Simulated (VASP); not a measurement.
# TiO2 (P4_2/mnm) in VASP: settings compared

The runs below take TiO2 through single point, with PBE, r2SCAN.

Everything below comes from runs of VASP 6.6.1. Logs are shortened: lines on timing, memory, paths and dates and some standing lists are left out, and cuts for length are marked.

### Step 1. The cell of the first run

The structure is tetragonal, space group P4_2/mnm (No. 136). The conventional cell has a = 4.597 Å, b = 4.597 Å, c = 2.953 Å, α = 90.00°, β = 90.00°, γ = 90.00°. Within 2.6 Å of Ti (site symmetry mmm) lie 6 O at 1.95 to 1.98 Å. O (site symmetry m2m) has 3 Ti at 1.95 to 1.98 Å and 1 O at 2.54 Å within 2.6 Å.

### Step 2. Single point, PBE

File INCAR:

```
SYSTEM = TiO2
PREC = Accurate ; ENCUT = 520
EDIFF = 1E-6 ; ISMEAR = 0
SIGMA = 0.01 ; LREAL = .FALSE.
LASPH = .TRUE. ; NELM = 80
ALGO = Normal ; ISIF = 2
LWAVE = .FALSE. ; LCHARG = .TRUE.
GGA = PE ; LELF = .TRUE.
LVHAR = .TRUE. ; NBANDS = 33
```

File KPOINTS:

```
Automatic mesh
0
G
  4 4 6
  0 0 0
```

File POSCAR:

```
TiO2
1.0
    4.5968535149      0.0000000000      0.0000000000
    0.0000000000      4.5968535149      0.0000000000
    0.0000000000      0.0000000000      2.9534912563
Ti O
2 4
Direct
    0.0000000000      0.0000000000      0.0000000000
    0.5000000000      0.5000000000      0.5000000000
    0.3046432223      0.3046432223      0.0000000000
    0.1953567777      0.8046432223      0.5000000000
    0.8046432223      0.1953567777      0.5000000000
    0.6953567777      0.6953567777      0.0000000000
```

Potentials or basis: VASP PAW PBE potentials, release 64 (Ti_sv, O).

Launch:

```bash
$ cat potpaw_PBE.64/Ti_sv/POTCAR potpaw_PBE.64/O/POTCAR > POTCAR
$ mpirun -np 1 vasp_std > vasp.out
```

OUTCAR:

```text
SYSTEM = TiO2
   PREC = Accurate
   ENCUT = 520
   EDIFF = 1E-6
   ISMEAR = 0
   LREAL = .FALSE.
   LASPH = .TRUE.
   NELM = 80
   ISIF = 2
   GGA = PE

 ion  position               nearest neighbor table
   1  0.000  0.000  0.000-   4 1.95   5 1.95   4 1.95   5 1.95   3 1.98   6 1.98
   2  0.500  0.500  0.500-   3 1.95   6 1.95   3 1.95   6 1.95   5 1.98   4 1.98
   3  0.305  0.305  0.000-   2 1.95   2 1.95   1 1.98
   4  0.195  0.805  0.500-   1 1.95   1 1.95   2 1.98
   5  0.805  0.195  0.500-   1 1.95   1 1.95   2 1.98
   6  0.695  0.695  0.000-   2 1.95   2 1.95   1 1.98

  LATTYP: Found a simple tetragonal cell.
 ALAT       =     4.5968535149
 C/A-ratio  =     0.6425028004

  Lattice vectors:

 A1 = (   4.5968535149,   0.0000000000,   0.0000000000)
 A2 = (   0.0000000000,   4.5968535149,   0.0000000000)
 A3 = (   0.0000000000,   0.0000000000,   2.9534912563)

Analysis of symmetry for initial positions (statically):
=====================================================================
 Subroutine PRICEL returns:
 Original cell was already a primitive cell.

 Routine SETGRP: Setting up the symmetry group for a
 simple tetragonal supercell.

 Subroutine GETGRP returns: Found 16 space group operations
 (whereof  8 operations were pure point group operations)
 out of a pool of 16 trial point group operations.

The static configuration has the point symmetry D_2h.
 The point group associated with its full space group is D_4h.

Analysis of symmetry for dynamics (positions and initial velocities):
=====================================================================
 Subroutine PRICEL returns:
 Original cell was already a primitive cell.

 Routine SETGRP: Setting up the symmetry group for a
 simple tetragonal supercell.

 Subroutine GETGRP returns: Found 16 space group operations
 (whereof  8 operations were pure point group operations)
 out of a pool of 16 trial point group operations.

The dynamic configuration has the point symmetry D_2h.
 The point group associated with its full space group is D_4h.

 Subroutine INISYM returns: Found 16 space group operations
 (whereof  8 operations are pure point group operations),
 and found     1 'primitive' translations

----------------------------------------------------------------------------------------

                                     Primitive cell

  volume of cell :      62.4104

  direct lattice vectors                    reciprocal lattice vectors
     4.596853515  0.000000000  0.000000000     0.217540106  0.000000000  0.000000000
     0.000000000  4.596853515  0.000000000     0.000000000  0.217540106  0.000000000
     0.000000000  0.000000000  2.953491256     0.000000000  0.000000000  0.338582347

  length of vectors
     4.596853515  4.596853515  2.953491256     0.217540106  0.217540106  0.338582347

  position of ions in fractional coordinates (direct lattice)
     0.000000000  0.000000000  0.000000000
     0.500000000  0.500000000  0.500000000
     0.304643222  0.304643222  0.000000000
     0.195356778  0.804643222  0.500000000
     0.804643222  0.195356778  0.500000000
     0.695356778  0.695356778  0.000000000

  ion indices of the primitive-cell ions
   primitive index   ion index
                 1           1
                 2           2
                 3           3
                 4           4
                 5           5
                 6           6

----------------------------------------------------------------------------------------

 KPOINTS: Automatic mesh

Automatic generation of k-mesh.
 Grid dimensions read from file:
 generate k-points for:    4    4    6

 Generating k-lattice:

  Cartesian coordinates                     Fractional coordinates (reciprocal lattice)
     0.054385026  0.000000000  0.000000000     0.250000000  0.000000000  0.000000000
     0.000000000  0.054385026  0.000000000     0.000000000  0.250000000  0.000000000
     0.000000000  0.000000000  0.056430391     0.000000000  0.000000000  0.166666667

  Length of vectors
     0.054385026  0.054385026  0.056430391

  Shift w.r.t. Gamma in fractional coordinates (k-lattice)
     0.000000000  0.000000000  0.000000000

 Subroutine IBZKPT returns following result:
 ===========================================

 Found     24 irreducible k-points:

 Following reciprocal coordinates:
            Coordinates               Weight
  0.000000  0.000000  0.000000      1.000000
  0.250000  0.000000  0.000000      4.000000
  0.500000  0.000000  0.000000      2.000000
  0.250000  0.250000  0.000000      4.000000
  0.500000  0.250000  0.000000      4.000000
  0.500000  0.500000  0.000000      1.000000
[... 16 lines left out ...]
  0.500000  0.250000  0.500000      4.000000
  0.500000  0.500000  0.500000      1.000000
   k-points           NKPTS =     24   k-points in BZ     NKDIM =     24   number of bands    NBANDS=     33
   number of dos      NEDOS =    301   number of ions     NIONS =      6
[... 53 lines left out ...]
   NGX = 17   NGY = 17   NGZ = 11

 number of electron      48.0000021 magnetization

 Free energy of the ion-electron system (eV)
  ---------------------------------------------------
  ext. energy  EPLUGINS =         0.00000000
  ---------------------------------------------------
  free energy    TOTEN  =       -53.64386955 eV

  energy without entropy =      -53.64386955  energy(sigma->0) =      -53.64386955

 E-fermi :   4.9584     XC(G=0): -11.4137

 val. band max:        4.8512398061   @ k =   0.0000   0.0000   0.0000
 cond. band min:       6.7119290870   @ k =   0.0000   0.0000   0.0000
 fundamental gap:      1.8606892809
 Fermi energy:         4.9584257271

 k-point     1 :       0.0000    0.0000    0.0000
  band No.  band energies     occupation
      1     -52.0654      2.00000
      2     -52.0483      2.00000
      3     -28.3740      2.00000
      4     -28.3740      2.00000
      5     -28.2083      2.00000
      6     -28.2083      2.00000
[... 25 lines left out ...]
     32      11.4625      0.00000
     33      11.4628      0.00000

 k-point     2 :       0.2500    0.0000    0.0000
  band No.  band energies     occupation
      1     -52.0629      2.00000
      2     -52.0508      2.00000
      3     -28.3548      2.00000
      4     -28.3532      2.00000
      5     -28.2312      2.00000
      6     -28.2295      2.00000
[... 25 lines left out ...]
     32      11.2759      0.00000
     33      11.3103      0.00000

 k-point     3 :       0.5000    0.0000    0.0000
  band No.  band energies     occupation
      1     -52.0568      2.00000
      2     -52.0568      2.00000
      3     -28.3214      2.00000
      4     -28.3214      2.00000
      5     -28.2650      2.00000
      6     -28.2650      2.00000
[... 25 lines left out ...]
     32      10.9348      0.00000
     33      11.1065      0.00000

 k-point     4 :       0.2500    0.2500    0.0000
  band No.  band energies     occupation
      1     -52.0611      2.00000
      2     -52.0525      2.00000
      3     -28.3802      2.00000
      4     -28.3218      2.00000
      5     -28.2646      2.00000
      6     -28.2045      2.00000
[... 25 lines left out ...]
     32      11.1048      0.00000
     33      11.4793      0.00000

 k-point     5 :       0.5000    0.2500    0.0000
  band No.  band energies     occupation
      1     -52.0568      2.00000
      2     -52.0568      2.00000
      3     -28.3620      2.00000
      4     -28.3620      2.00000
      5     -28.2247      2.00000
      6     -28.2247      2.00000
[... 604 lines left out ...]
 k-point    22 :       0.2500    0.2500    0.5000
  band No.  band energies     occupation
      1     -52.0158      2.00000
      2     -52.0158      2.00000
      3     -28.6115      2.00000
      4     -28.6027      2.00000
      5     -28.2300      2.00000
      6     -28.2187      2.00000
[... 25 lines left out ...]
     32      10.7002      0.00000
     33      10.8724      0.00000

 k-point    23 :       0.5000    0.2500    0.5000
  band No.  band energies     occupation
      1     -52.0158      2.00000
      2     -52.0158      2.00000
      3     -28.6070      2.00000
      4     -28.6070      2.00000
      5     -28.2250      2.00000
      6     -28.2250      2.00000
[... 25 lines left out ...]
     32      10.0636      0.00000
     33      11.6190      0.00000

 k-point    24 :       0.5000    0.5000    0.5000
  band No.  band energies     occupation
      1     -52.0158      2.00000
      2     -52.0158      2.00000
      3     -28.6010      2.00000
      4     -28.6010      2.00000
      5     -28.2311      2.00000
      6     -28.2311      2.00000
[... 25 lines left out ...]
     32      10.7603      0.00000
     33      10.8589      0.00000

------------------------ aborting loop because EDIFF is reached ----------------------------------------

  FORCE on cell =-STRESS in cart. coord.  units (eV):
  Direction    XX          YY          ZZ          XY          YZ          ZX
  --------------------------------------------------------------------------------------
  -------------------------------------------------------------------------------------
  Total        2.2760747      2.2760747      2.3167719     -0.0000000      0.0000000      0.0000000
  in kB       58.4305638     58.4305638     59.4753269     -0.0000000      0.0000000      0.0000000
  external PRESSURE =      58.7788182 kB  Pullay stress =       0.0000000 kB

 VOLUME and BASIS-vectors are now :
 -----------------------------------------------------------------------------
  energy-cutoff  :      520.00
  volume of cell :       62.41
      direct lattice vectors                 reciprocal lattice vectors
     4.596853515  0.000000000  0.000000000     0.217540106  0.000000000  0.000000000
     0.000000000  4.596853515  0.000000000     0.000000000  0.217540106  0.000000000
     0.000000000  0.000000000  2.953491256     0.000000000  0.000000000  0.338582347

 POSITION                                       TOTAL-FORCE (eV/Angst)
 -----------------------------------------------------------------------------------
      0.00000      0.00000      0.00000         0.000000      0.000000      0.000000
      2.29843      2.29843      1.47675         0.000000      0.000000      0.000000
      1.40040      1.40040      0.00000        -0.057680     -0.057680     -0.000000
      0.89803      3.69883      1.47675         0.057680     -0.057680      0.000000
      3.69883      0.89803      1.47675        -0.057680      0.057680      0.000000
      3.19645      3.19645      0.00000         0.057680      0.057680      0.000000
 -----------------------------------------------------------------------------------
    total drift:                                0.000000     -0.000000      0.000000

  FREE ENERGIE OF THE ION-ELECTRON SYSTEM (eV)
  ---------------------------------------------------
  free  energy   TOTEN  =       -53.6438695545 eV

  energy  without entropy=      -53.6438695545  energy(sigma->0) =      -53.64386955
```

Wall time 45 s (1 thread of AMD EPYC 7R13 (Zen 3), shared host); peak memory 0.16 GiB.

What came out:

- Free energy: -53.6439 eV
- Pressure: 5.9 GPa
- Largest force: 0.082 eV/Å
- Band gap on the k mesh: 1.86 eV

Forces in eV/Å, atoms in the order of the input:
```
Ti   0.000  0.000  0.000
Ti   0.000  0.000  0.000
O   -0.058 -0.058  0.000
O    0.058 -0.058  0.000
O   -0.058  0.058  0.000
O    0.058  0.058  0.000
```

Caveat: the cell stands under pressure. A k mesh can miss the band edges.

### Step 3. Single point, PBE

File INCAR:

```
  PREC = Accurate
  ENCUT = 520
  EDIFF = 1E-6
  ISMEAR = 0
  SIGMA = 0.01
  LREAL = False
  LASPH = True
  NELM = 80
  ALGO = Normal
  ISIF = 2
  LWAVE = False
  LCHARG = True
  GGA = PE
  LELF = True
  LVHAR = True
  NBANDS = 33
```

File KPOINTS:

```
regular mesh
0
Gamma
  4 4 6
```

POSCAR is that of step 2.

Potentials or basis: VASP PAW PBE potentials, release 64 (Ti_sv, O).

Launch:

```bash
$ cat potpaw_PBE.64/Ti_sv/POTCAR potpaw_PBE.64/O/POTCAR > POTCAR
$ mpirun -np 1 vasp_std > vasp.out
```

It took 45 s on 1 thread of AMD EPYC 7R13 (Zen 3), shared host; peak memory 0.16 GiB.

Results (log left out):

* Free energy: -53.6439 eV
* Pressure: 5.9 GPa
* Largest force: 0.082 eV/Å
* Band gap on the k mesh: 1.86 eV

Forces on the atoms (eV/Å):
```
Ti   0.000  0.000  0.000
Ti   0.000  0.000  0.000
O   -0.058 -0.058  0.000
O    0.058 -0.058  0.000
O   -0.058  0.058  0.000
O    0.058  0.058  0.000
```

Stress tensor (GPa, compression positive):
```
5.84 0.00 0.00
0.00 5.84 0.00
0.00 0.00 5.95
```

Levels at points of the mesh, in eV from the valence-band top:
```csv
k point,band 20,band 21,band 22,band 23,band 24,band 25,band 26,band 27,band 28,band 29
"(0.00, 0.00, 0.00)",-1.97,-0.70,-0.45,-0.45,0.00,1.86,2.16,2.40,2.50,2.50
"(0.50, 0.00, 0.00)",-3.05,-1.63,-1.63,-0.74,-0.74,2.53,2.53,3.02,3.02,3.56
"(0.50, 0.50, 0.00)",-2.19,-1.30,-1.30,-1.06,-1.06,1.90,1.90,2.52,2.52,3.83
"(0.00, 0.00, 0.50)",-2.76,-2.36,-2.36,-1.43,-1.43,2.96,2.96,3.18,3.18,3.66
"(0.50, 0.00, 0.50)",-2.37,-2.04,-2.04,-1.03,-1.03,1.90,1.90,3.20,3.20,3.91
"(0.50, 0.50, 0.50)",-2.74,-1.28,-1.28,-0.67,-0.67,2.59,2.59,3.21,3.21,3.22
```

Caveat: the cell stands under pressure. A k mesh can miss the band edges.

### Step 4. Single point, r2SCAN

POSCAR is that of step 3.

File INCAR.step1:

```
SYSTEM = TiO2
PREC = Accurate
ENCUT = 520
ISMEAR = 0
SIGMA = 0.01
LREAL = .False.
LASPH = .True.
NELM = 100
NBANDS = 33
GGA = PE
ALGO = Normal
EDIFF = 1E-4
LWAVE = .True.
LCHARG = .False.
```

File INCAR.step2:

```
SYSTEM = TiO2
PREC = Accurate
ENCUT = 520
EDIFF = 1E-7
ISMEAR = 0
SIGMA = 0.01
LREAL = .False.
LASPH = .True.
NELM = 100
ALGO = Normal
ISIF = 2
LWAVE = .False.
LCHARG = .False.
METAGGA = R2SCAN
LMIXTAU = .True.
NBANDS = 33
ISTART = 1
```

File KPOINTS:

```
Automatic mesh
0
Gamma
  4 4 6
  0 0 0
```

Launch:

```bash
$ cat potpaw_PBE.64/Ti_sv/POTCAR potpaw_PBE.64/O/POTCAR > POTCAR
$ cp INCAR.step1 INCAR
$ mpirun -np 1 vasp_std > vasp.out
$ cp INCAR.step2 INCAR
$ mpirun -np 1 vasp_std > vasp.out
```

Run time: 3 min. Hardware: 1 thread of AMD EPYC 7R13 (Zen 3), shared host; peak memory 0.16 GiB.

It converged, with:

```yaml
Free_energy: -69.7935 eV
Pressure: 1.3 GPa
Largest_force: 0.038 eV/Å
Band_gap_on_the_k_mesh: 2.23 eV
```

Forces in eV/Å, atoms in the order of the input:
```
Ti   0.000  0.000  0.000
Ti   0.000  0.000  0.000
O   -0.027 -0.027  0.000
O    0.027 -0.027  0.000
O   -0.027  0.027  0.000
O    0.027  0.027  0.000
```

Stress tensor (GPa, compression positive):
```
1.03 0.00 0.00
0.00 1.03 0.00
0.00 0.00 1.78
```

Levels at points of the mesh, in eV from the valence-band top:
```
           k point  band 20  band 21  band 22  band 23  band 24  band 25  band 26  band 27  band 28  band 29
(0.00, 0.00, 0.00)    -2.07    -0.76    -0.49    -0.49     0.00     2.23     2.55     2.79     2.88     2.88
(0.50, 0.00, 0.00)    -3.15    -1.70    -1.70    -0.77    -0.77     2.92     2.92     3.41     3.41     3.95
(0.50, 0.50, 0.00)    -2.21    -1.38    -1.38    -1.13    -1.13     2.27     2.27     2.90     2.90     4.21
(0.00, 0.00, 0.50)    -2.88    -2.40    -2.40    -1.48    -1.48     3.33     3.33     3.59     3.59     4.05
(0.50, 0.00, 0.50)    -2.47    -2.08    -2.08    -1.09    -1.09     2.29     2.29     3.62     3.62     4.29
(0.50, 0.50, 0.50)    -2.86    -1.31    -1.31    -0.72    -0.72     2.97     2.97     3.60     3.60     3.64
```

Caveat: the PAW data sets were made with another functional, which shifts forces and pressure a little. A k mesh can miss the band edges.

### Step 5. Single point, r2SCAN

POSCAR is that of step 4.

File INCAR.step1:

```
  ALGO = Normal
  EDIFF = 1E-4
  ENCUT = 520
  GGA = PE
  ISMEAR = 0
  LASPH = True
  LCHARG = False
  LREAL = False
  LWAVE = True
  NBANDS = 33
  NELM = 80
  PREC = Accurate
  SIGMA = 0.01
```

File INCAR.step2:

```
  ALGO = Normal
  EDIFF = 1E-6
  ENCUT = 520
  ISIF = 2
  ISMEAR = 0
  ISTART = 1
  LASPH = True
  LCHARG = False
  LMIXTAU = True
  LREAL = False
  LWAVE = False
  METAGGA = R2SCAN
  NBANDS = 33
  NELM = 80
  PREC = Accurate
  SIGMA = 0.01
```

File KPOINTS:

```
k-points
0
Gamma
  4 4 6
```

Launch:

```bash
$ cat potpaw_PBE.64/Ti_sv/POTCAR potpaw_PBE.64/O/POTCAR > POTCAR
$ cp INCAR.step1 INCAR
$ mpirun -np 1 vasp_std > vasp.out
$ cp INCAR.step2 INCAR
$ mpirun -np 1 vasp_std > vasp.out
```

It took 2.8 min on 1 thread of AMD EPYC 7R13 (Zen 3), shared host; peak memory 0.16 GiB.

The run converged. Its results:

| Item | Value |
| --- | --- |
| Free energy | -69.7935 eV |
| Pressure | 1.3 GPa |
| Largest force | 0.038 eV/Å |
| Band gap on the k mesh | 2.23 eV |

Forces on the atoms (eV/Å):
```
Ti   0.000  0.000  0.000
Ti   0.000  0.000  0.000
O   -0.027 -0.027  0.000
O    0.027 -0.027  0.000
O   -0.027  0.027  0.000
O    0.027  0.027  0.000
```

Stress tensor (GPa, compression positive):
```
1.05 0.00 0.00
0.00 1.05 0.00
0.00 0.00 1.80
```

Levels at points of the mesh, in eV from the valence-band top:
| k point | band 21 | band 22 | band 23 | band 24 | band 25 | band 26 | band 27 | band 28 |
| --- | --- | --- | --- | --- | --- | --- | --- | --- |
| (0.00, 0.00, 0.00) | -0.76 | -0.49 | -0.49 | 0.00 | 2.23 | 2.55 | 2.79 | 2.88 |
| (0.50, 0.00, 0.00) | -1.70 | -1.70 | -0.77 | -0.77 | 2.92 | 2.92 | 3.41 | 3.41 |
| (0.50, 0.50, 0.00) | -1.38 | -1.38 | -1.13 | -1.13 | 2.27 | 2.27 | 2.90 | 2.90 |
| (0.00, 0.00, 0.50) | -2.40 | -2.40 | -1.48 | -1.48 | 3.33 | 3.33 | 3.59 | 3.59 |
| (0.50, 0.00, 0.50) | -2.08 | -2.08 | -1.09 | -1.09 | 2.29 | 2.29 | 3.62 | 3.62 |
| (0.50, 0.50, 0.50) | -1.32 | -1.32 | -0.72 | -0.72 | 2.97 | 2.97 | 3.60 | 3.60 |

Caveat: the PAW data sets were made with another functional, which shifts forces and pressure a little. A k mesh can miss the band edges.
